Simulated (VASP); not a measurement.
# NaCl (Fm-3m) in VASP: further runs

The runs below take NaCl through single point, with PBE, r2SCAN.

Program: VASP 6.6.1. These are calculated values, not measurements. Logs are shortened: lines on timing, memory, paths and dates and some standing lists are left out, and cuts for length are marked.

### 1 The cell of the first run

The structure is cubic, space group Fm-3m (No. 225). The conventional cell has a = 5.606 Å, b = 5.606 Å, c = 5.606 Å, α = 90.00°, β = 90.00°, γ = 90.00°. Na (site symmetry m-3m) has 6 Cl at 2.80 Å within 3.7 Å. Cl (site symmetry m-3m) has 6 Na at 2.80 Å within 3.7 Å.

### 2 Single point, PBE

File INCAR:

```
SYSTEM = NaCl
ALGO = Normal ; EDIFF = 1E-7
ENCUT = 520 ; GGA = PE
ISIF = 2 ; ISMEAR = 0
LASPH = .TRUE. ; LCHARG = .TRUE.
LELF = .TRUE. ; LREAL = .FALSE.
LVHAR = .TRUE. ; LWAVE = .FALSE.
NBANDS = 14 ; NELM = 80
PREC = Accurate ; SIGMA = 0.01
```

File KPOINTS:

```
k-points
0
G
  6 6 6
  0 0 0
```

File POSCAR:

```
NaCl
1.0
    0.0000000000      2.8027925223      2.8027925223
    2.8027925223      0.0000000000      2.8027925223
    2.8027925223      2.8027925223      0.0000000000
Na Cl
1 1
Direct
    0.0000000000      0.0000000000      0.0000000000
    0.5000000000      0.5000000000      0.5000000000
```

Potentials or basis: VASP PAW PBE potentials, release 64 (Na_pv, Cl).

Started as:

```console
$ cat potpaw_PBE.64/Na_pv/POTCAR potpaw_PBE.64/Cl/POTCAR > POTCAR
$ mpirun -np 1 vasp_std > vasp.out
```

OUTCAR:

```text
SYSTEM = NaCl
   EDIFF = 1E-7
   ENCUT = 520
   GGA = PE
   ISIF = 2
   ISMEAR = 0
   LASPH = .TRUE.
   LREAL = .FALSE.
   NELM = 80
   PREC = Accurate

 ion  position               nearest neighbor table
   1  0.000  0.000  0.000-
   2  0.500  0.500  0.500-

  LATTYP: Found a face centered cubic cell.
 ALAT       =     5.6055850446

  Lattice vectors:

 A1 = (   0.0000000000,   2.8027925223,   2.8027925223)
 A2 = (   2.8027925223,   0.0000000000,   2.8027925223)
 A3 = (   2.8027925223,   2.8027925223,   0.0000000000)

Analysis of symmetry for initial positions (statically):
=====================================================================
 Subroutine PRICEL returns:
 Original cell was already a primitive cell.

 Routine SETGRP: Setting up the symmetry group for a
 face centered cubic supercell.

 Subroutine GETGRP returns: Found 48 space group operations
 (whereof 48 operations were pure point group operations)
 out of a pool of 48 trial point group operations.

The static configuration has the point symmetry O_h .

Analysis of symmetry for dynamics (positions and initial velocities):
=====================================================================
 Subroutine PRICEL returns:
 Original cell was already a primitive cell.

 Routine SETGRP: Setting up the symmetry group for a
 face centered cubic supercell.

 Subroutine GETGRP returns: Found 48 space group operations
 (whereof 48 operations were pure point group operations)
 out of a pool of 48 trial point group operations.

The dynamic configuration has the point symmetry O_h .

 Subroutine INISYM returns: Found 48 space group operations
 (whereof 48 operations are pure point group operations),
 and found     1 'primitive' translations

----------------------------------------------------------------------------------------

                                     Primitive cell

  volume of cell :      44.0355

  direct lattice vectors                    reciprocal lattice vectors
     0.000000000  2.802792522  2.802792522    -0.178393511  0.178393511  0.178393511
     2.802792522  0.000000000  2.802792522     0.178393511 -0.178393511  0.178393511
     2.802792522  2.802792522  0.000000000     0.178393511  0.178393511 -0.178393511

  length of vectors
     3.963747198  3.963747198  3.963747198     0.308986626  0.308986626  0.308986626

  position of ions in fractional coordinates (direct lattice)
     0.000000000  0.000000000  0.000000000
     0.500000000  0.500000000  0.500000000

  ion indices of the primitive-cell ions
   primitive index   ion index
                 1           1
                 2           2

----------------------------------------------------------------------------------------

 KPOINTS: k-points

Automatic generation of k-mesh.
 Grid dimensions read from file:
 generate k-points for:    6    6    6

 Generating k-lattice:

  Cartesian coordinates                     Fractional coordinates (reciprocal lattice)
    -0.029732252  0.029732252  0.029732252     0.166666667  0.000000000  0.000000000
     0.029732252 -0.029732252  0.029732252     0.000000000  0.166666667  0.000000000
     0.029732252  0.029732252 -0.029732252     0.000000000  0.000000000  0.166666667

  Length of vectors
     0.051497771  0.051497771  0.051497771

  Shift w.r.t. Gamma in fractional coordinates (k-lattice)
     0.000000000  0.000000000  0.000000000

 Subroutine IBZKPT returns following result:
 ===========================================

 Found     16 irreducible k-points:

 Following reciprocal coordinates:
            Coordinates               Weight
  0.000000  0.000000  0.000000      1.000000
  0.166667  0.000000  0.000000      8.000000
  0.333333  0.000000  0.000000      8.000000
  0.500000  0.000000  0.000000      4.000000
  0.166667  0.166667  0.000000      6.000000
  0.333333  0.166667  0.000000     24.000000
[... 8 lines left out ...]
 -0.333333  0.333333  0.166667     24.000000
 -0.333333  0.500000  0.166667     12.000000
   k-points           NKPTS =     16   k-points in BZ     NKDIM =     16   number of bands    NBANDS=     14
   number of dos      NEDOS =    301   number of ions     NIONS =      2
   total plane-waves  NPLWV =  27000
   dimension x,y,z NGX =    30 NGY =   30 NGZ =   30
   dimension x,y,z NGXF=    60 NGYF=   60 NGZF=   60
   ions per type =               1   1
   NGX,Y,Z   is equivalent  to a cutoff of  12.58, 12.58, 12.58 a.u.
   NGXF,Y,Z  is equivalent  to a cutoff of  25.16, 25.16, 25.16 a.u.
 SYSTEM =  NaCl
   PREC   = accura    normal or accurate (medium, high low for compatibility)
   ISTART =      0    job   : 0-new  1-cont  2-samecut
   ICHARG =      2    charge: 1-file 2-atom 10-const
   ISPIN  =      1    spin polarized calculation?
   LNONCOLLINEAR =      F non collinear calculations
   LSORBIT =      F    spin-orbit coupling
   LASPH  =      T    aspherical Exc in radial PAW
   ENCUT  =  520.0 eV  38.22 Ry    6.18 a.u.   7.37  7.37  7.37*2*pi/ulx,y,z
   NELM   =     80;   NELMIN=  2; NELMDL= -5     # of ELM steps
   EDIFF  = 0.1E-06   stopping-criterion for ELM
   LREAL  =      F    real-space projection
   EDIFFG = 0.1E-05   stopping-criterion for IOM
   NSW    =      0    number of steps for IOM
   IBRION =     -1    ionic relax: 0-MD 1-quasi-New 2-CG
   NFREE  =      0    steps in history (QN), initial steepest desc. (CG)
   ISIF   =      2    stress and relaxation
   ISYM   =      2    0-nonsym 1-usesym 2-fastsym
   POTIM  = 0.5000    time-step for ionic-motion
   TEBEG  =    0.0;   TEEND  =   0.0 temperature during run
   PSTRESS=    0.0 pullay stress
   NELECT =      14.0000    total number of electrons
   NUPDOWN=      -1.0000    fix difference up-down
   EMIN   =  10.00;   EMAX   =-10.00  energy-range for DOS
   EFERMI =   0.00;   METHOD = LEGACY
   ISMEAR =     0;   SIGMA  =   0.01  broadening in eV -4-tet -1-fermi 0-gaus
   EFERMI_NEDOS =   21; number of points for ismear=-14 and -15
   IALGO  =     38    algorithm
   IMIX   =      4    mixing-type and parameters
     AMIX     =   0.40;   BMIX     =  1.00
     AMIX_MAG =   1.60;   BMIX_MAG =  1.00
  volume/ion in A,a.u.               =      22.02       148.58
  Fermi-wavevector in a.u.,A,eV,Ry     =   1.117335  2.111456 16.986010  1.248436
  Thomas-Fermi vector in A             =   2.253956
   LORBIT       =      0    0 simple, 1 ext, 2 COOP (PROOUT), +10 PAW based schemes
   GGA     = PE    functional components
   LHFCALC =     F    Hartree Fock is set to
   AEXX    =    0.0000 exact exchange contribution
   IVDW    =     0    specifies the selected vdW correction
   LEPSILON=     F    determine dielectric tensor
   LRPA    =     F    only Hartree local field effects (RPA)
 non-spin polarized calculation
 Gauss-broadening in eV      SIGMA  =   0.01
  energy-cutoff  :      520.00
  volume of cell :       44.04
 maximum number of plane-waves:      1243
 NGX is ok and might be reduce to    30
   NGX = 15   NGY = 15   NGZ = 15

 number of electron      14.0000003 magnetization

 Free energy of the ion-electron system (eV)
  ---------------------------------------------------
  ext. energy  EPLUGINS =         0.00000000
  ---------------------------------------------------
  free energy    TOTEN  =        -6.76944063 eV

  energy without entropy =       -6.76944063  energy(sigma->0) =       -6.76944063

 E-fermi :  -0.4925     XC(G=0):  -8.2448

 val. band max:       -0.6243164772   @ k =   0.0000   0.0000   0.0000
 cond. band min:       4.5550236162   @ k =   0.0000   0.0000   0.0000
 fundamental gap:      5.1793400935
 Fermi energy:        -0.4925363143

 k-point     1 :       0.0000    0.0000    0.0000
  band No.  band energies     occupation
      1     -21.4075      2.00000
      2     -21.4074      2.00000
      3     -21.4074      2.00000
      4     -13.3250      2.00000
      5      -0.6243      2.00000
      6      -0.6243      2.00000
      7      -0.6243      2.00000
      8       4.5550      0.00000
      9      10.5149      0.00000
     10      10.5149      0.00000
     11      10.5149      0.00000
     12      12.6995      0.00000
     13      12.6995      0.00000
     14      14.3376      0.00000

 k-point     2 :       0.1667    0.0000    0.0000
  band No.  band energies     occupation
      1     -21.4155      2.00000
      2     -21.4080      2.00000
      3     -21.4080      2.00000
      4     -13.2399      2.00000
      5      -1.2415      2.00000
      6      -0.6960      2.00000
      7      -0.6960      2.00000
      8       5.3785      0.00000
      9       9.7317      0.00000
     10      10.8051      0.00000
     11      10.8051      0.00000
     12      12.3852      0.00000
     13      12.3852      0.00000
     14      15.4600      0.00000

 k-point     3 :       0.3333    0.0000    0.0000
  band No.  band energies     occupation
      1     -21.4314      2.00000
      2     -21.4092      2.00000
      3     -21.4092      2.00000
      4     -13.0621      2.00000
      5      -2.1980      2.00000
      6      -0.8326      2.00000
      7      -0.8326      2.00000
      8       6.4850      0.00000
      9       9.5474      0.00000
     10      10.6252      0.00000
     11      10.6252      0.00000
     12      13.4893      0.00000
     13      13.4893      0.00000
     14      14.7461      0.00000

 k-point     4 :       0.5000    0.0000    0.0000
  band No.  band energies     occupation
      1     -21.4393      2.00000
      2     -21.4097      2.00000
      3     -21.4097      2.00000
      4     -12.9690      2.00000
      5      -2.6032      2.00000
      6      -0.8979      2.00000
      7      -0.8979      2.00000
      8       6.6825      0.00000
      9      10.1518      0.00000
     10      10.3936      0.00000
     11      10.3936      0.00000
     12      14.4852      0.00000
     13      15.6219      0.00000
     14      15.6219      0.00000

 k-point     5 :       0.1667    0.1667    0.0000
  band No.  band energies     occupation
      1     -21.4148      2.00000
      2     -21.4096      2.00000
      3     -21.4096      2.00000
      4     -13.2155      2.00000
      5      -1.2613      2.00000
      6      -0.7930      2.00000
      7      -0.7930      2.00000
      8       5.6506      0.00000
      9       9.2649      0.00000
     10      11.1683      0.00000
     11      11.1683      0.00000
[... 140 lines left out ...]
 k-point    14 :       0.5000    0.3333    0.1667
  band No.  band energies     occupation
      1     -21.4285      2.00000
      2     -21.4169      2.00000
      3     -21.4123      2.00000
      4     -12.9723      2.00000
      5      -2.1232      2.00000
      6      -1.3897      2.00000
      7      -1.0613      2.00000
      8       7.8359      0.00000
      9       8.5894      0.00000
     10       9.2626      0.00000
     11      11.7677      0.00000
     12      13.0619      0.00000
     13      15.5629      0.00000
     14      16.0548      0.00000

 k-point    15 :      -0.3333    0.3333    0.1667
  band No.  band energies     occupation
      1     -21.4290      2.00000
      2     -21.4194      2.00000
      3     -21.4141      2.00000
      4     -12.9191      2.00000
      5      -2.1355      2.00000
      6      -1.6353      2.00000
      7      -1.1728      2.00000
      8       8.3420      0.00000
      9       8.6035      0.00000
     10       9.4178      0.00000
     11      11.3297      0.00000
     12      13.7041      0.00000
     13      15.1483      0.00000
     14      16.1420      0.00000

 k-point    16 :      -0.3333    0.5000    0.1667
  band No.  band energies     occupation
      1     -21.4259      2.00000
      2     -21.4194      2.00000
      3     -21.4179      2.00000
      4     -12.9068      2.00000
      5      -2.0994      2.00000
      6      -1.5609      2.00000
      7      -1.3609      2.00000
      8       7.8299      0.00000
      9       8.2891      0.00000
     10       9.9710      0.00000
     11      11.5481      0.00000
     12      14.7272      0.00000
     13      15.7272      0.00000
     14      15.8370      0.00000

------------------------ aborting loop because EDIFF is reached ----------------------------------------

  FORCE on cell =-STRESS in cart. coord.  units (eV):
  Direction    XX          YY          ZZ          XY          YZ          ZX
  --------------------------------------------------------------------------------------
  -------------------------------------------------------------------------------------
  Total        0.3400521      0.3400521      0.3400521      0.0000000     -0.0000000      0.0000000
  in kB       12.3723782     12.3723782     12.3723782      0.0000000     -0.0000000      0.0000000
  external PRESSURE =      12.3723782 kB  Pullay stress =       0.0000000 kB

 VOLUME and BASIS-vectors are now :
 -----------------------------------------------------------------------------
  energy-cutoff  :      520.00
  volume of cell :       44.04
      direct lattice vectors                 reciprocal lattice vectors
     0.000000000  2.802792522  2.802792522    -0.178393511  0.178393511  0.178393511
     2.802792522  0.000000000  2.802792522     0.178393511 -0.178393511  0.178393511
     2.802792522  2.802792522  0.000000000     0.178393511  0.178393511 -0.178393511

 POSITION                                       TOTAL-FORCE (eV/Angst)
 -----------------------------------------------------------------------------------
      0.00000      0.00000      0.00000        -0.000000      0.000000      0.000000
      2.80279      2.80279      2.80279         0.000000     -0.000000     -0.000000
 -----------------------------------------------------------------------------------
    total drift:                               -0.000000      0.000000      0.000000

  FREE ENERGIE OF THE ION-ELECTRON SYSTEM (eV)
  ---------------------------------------------------
  free  energy   TOTEN  =        -6.7694406324 eV

  energy  without entropy=       -6.7694406324  energy(sigma->0) =       -6.76944063
```

It took 9.2 s on 1 thread of Intel Xeon Platinum 8559C (Emerald Rapids), shared host; peak memory 0.15 GiB.

What came out:

```
Free energy            : -6.7694 eV
Pressure               : 1.2 GPa
Band gap on the k mesh : 5.18 eV, direct
```

### 3 Single point, PBE

File INCAR:

```
ALGO     = Normal         # electronic algorithm
EDIFF    = 1E-6           # SCF threshold, eV
ENCUT    = 520            # plane-wave cutoff, eV
GGA      = PE             # functional
ISIF     = 2              # what is computed and relaxed
ISMEAR   = 0              # smearing method
LASPH    = T              # aspherical terms in the spheres
LCHARG   = F              # write CHGCAR
LREAL    = F              # projectors in reciprocal space
LWAVE    = F              # write WAVECAR
NBANDS   = 14             # bands
NELM     = 100            # most SCF steps
PREC     = Accurate       # precision mode
SIGMA    = 0.01           # smearing width, eV
```

File KPOINTS:

```
k-points
0
Gamma
  6 6 6
```

POSCAR is that of step 2.

Potentials or basis: VASP PAW PBE potentials, release 64 (Na_pv, Cl).

Started as:

```console
$ cat potpaw_PBE.64/Na_pv/POTCAR potpaw_PBE.64/Cl/POTCAR > POTCAR
$ mpirun -np 1 vasp_std > vasp.out
```

Wall time 6.5 s (1 thread of Intel Xeon Platinum 8559C (Emerald Rapids), shared host); peak memory 0.15 GiB.

The run converged. Its results:

```
Free energy            : -6.7694 eV
Pressure               : 1.2 GPa
Band gap on the k mesh : 5.18 eV, direct
```

Levels at points of the mesh, in eV from the valence-band top:
```csv
k point,band 3,band 4,band 5,band 6,band 7,band 8,band 9,band 10,band 11,band 12
"(0.00, 0.00, 0.00)",-20.78,-12.70,0.00,0.00,0.00,5.18,11.14,11.14,11.14,13.32
"(0.50, 0.00, 0.00)",-20.79,-12.34,-1.98,-0.27,-0.27,7.31,10.78,11.02,11.02,15.11
"(0.50, 0.50, 0.00)",-20.79,-12.30,-1.71,-0.61,-0.61,7.59,8.06,11.45,14.94,14.94
```

### 4 Single point, r2SCAN

POSCAR is that of step 3.

File INCAR.step1:

```
SYSTEM = NaCl
PREC = Accurate
ENCUT = 520
ISMEAR = 0
SIGMA = 0.01
LREAL = .False.
LASPH = .True.
NELM = 100
NBANDS = 14
GGA = PE
ALGO = Normal
EDIFF = 1E-4
LWAVE = .True.
LCHARG = .False.
```

File INCAR.step2:

```
SYSTEM = NaCl
PREC = Accurate
ENCUT = 520
EDIFF = 1E-7
ISMEAR = 0
SIGMA = 0.01
LREAL = .False.
LASPH = .True.
NELM = 100
ALGO = Normal
ISIF = 2
LWAVE = .False.
LCHARG = .False.
METAGGA = R2SCAN
LMIXTAU = .True.
NBANDS = 14
ISTART = 1
```

File KPOINTS:

```
Automatic mesh
0
Gamma
  6 6 6
  0 0 0
```

Started as:

```console
$ cat potpaw_PBE.64/Na_pv/POTCAR potpaw_PBE.64/Cl/POTCAR > POTCAR
$ cp INCAR.step1 INCAR
$ mpirun -np 1 vasp_std > vasp.out
$ cp INCAR.step2 INCAR
$ mpirun -np 1 vasp_std > vasp.out
```

Run time: 33 s. Hardware: 1 thread of Intel Xeon Platinum 8559C (Emerald Rapids), shared host; peak memory 0.16 GiB.

The run converged. Its results:

```yaml
Free_energy: -13.7901 eV
Pressure: -0.2 GPa
Band_gap_on_the_k_mesh: 6.00 eV, direct
```

Levels at points of the mesh, in eV from the valence-band top:
| k point | band 5 | band 6 | band 7 | band 8 | band 9 | band 10 |
| --- | --- | --- | --- | --- | --- | --- |
| (0.00, 0.00, 0.00) | 0.00 | 0.00 | 0.00 | 6.00 | 11.78 | 11.78 |
| (0.50, 0.00, 0.00) | -1.98 | -0.29 | -0.29 | 7.98 | 11.77 | 11.81 |
| (0.50, 0.50, 0.00) | -1.73 | -0.63 | -0.63 | 8.50 | 8.60 | 12.35 |

Caveat: the PAW data sets were made with another functional, which shifts forces and pressure a little. r2SCAN opens gaps a little over a GGA but as a rule still falls short of measured ones.

### 5 Single point, PBE

File INCAR:

```
  PREC = Accurate
  ENCUT = 520
  EDIFF = 1E-6
  ISMEAR = 0
  SIGMA = 0.01
  LREAL = F
  LASPH = T
  NELM = 60
  ALGO = Normal
  ISIF = 2
  LWAVE = F
  LCHARG = T
  GGA = PE
  LELF = T
  LVHAR = T
  NBANDS = 14
```

File KPOINTS:

```
Automatic mesh
0
Gamma
  8 8 8
```

POSCAR is that of step 4.

Started as:

```console
$ cat potpaw_PBE.64/Na_pv/POTCAR potpaw_PBE.64/Cl/POTCAR > POTCAR
$ mpirun -np 1 vasp_std > vasp.out
```

Wall time 10 s (1 thread of Intel Xeon Platinum 8559C (Emerald Rapids), shared host); peak memory 0.16 GiB.

It converged, with:

```yaml
Free_energy: -6.7695 eV
Pressure: 1.2 GPa
Band_gap_on_the_k_mesh: 5.18 eV, direct
```

Levels at points of the mesh, in eV from the valence-band top:
```
           k point  band 5  band 6  band 7  band 8  band 9  band 10
(0.00, 0.00, 0.00)    0.00    0.00    0.00    5.18   11.14    11.14
(0.50, 0.00, 0.00)   -1.98   -0.27   -0.27    7.31   10.78    11.02
(0.50, 0.50, 0.00)   -1.71   -0.61   -0.61    7.59    8.06    11.45
```

### 6 Overview

| level | k mesh | gap on the mesh (eV) | pressure (GPa) |
| --- | --- | --- | --- |
| PBE | 6 × 6 × 6 | 5.18 | 1.2 |
| r2SCAN | 6 × 6 × 6 | 6.00 | -0.2 |
| PBE | 8 × 8 × 8 | 5.18 | 1.2 |

Alike in all rows: task single point; potentials or basis VASP PAW PBE potentials, release 64 (Na_pv, Cl); no spin polarisation; cell as given; cutoff (eV) 520; smearing gaussian 0.01 eV.

On the cell as given the gap runs from 5.18 eV (PBE) to 6.00 eV (r2SCAN); the meshes differ, which moves gaps too. The pressure there spans -0.2 GPa (r2SCAN) to 1.2 GPa (PBE); a positive pressure means that this level wants a larger cell, a negative one a smaller.

Caveats: the PAW data sets were made with another functional, which shifts forces and pressure a little (some runs).

Total energies depend on the potentials used, so only differences within one code and one set of settings carry meaning.
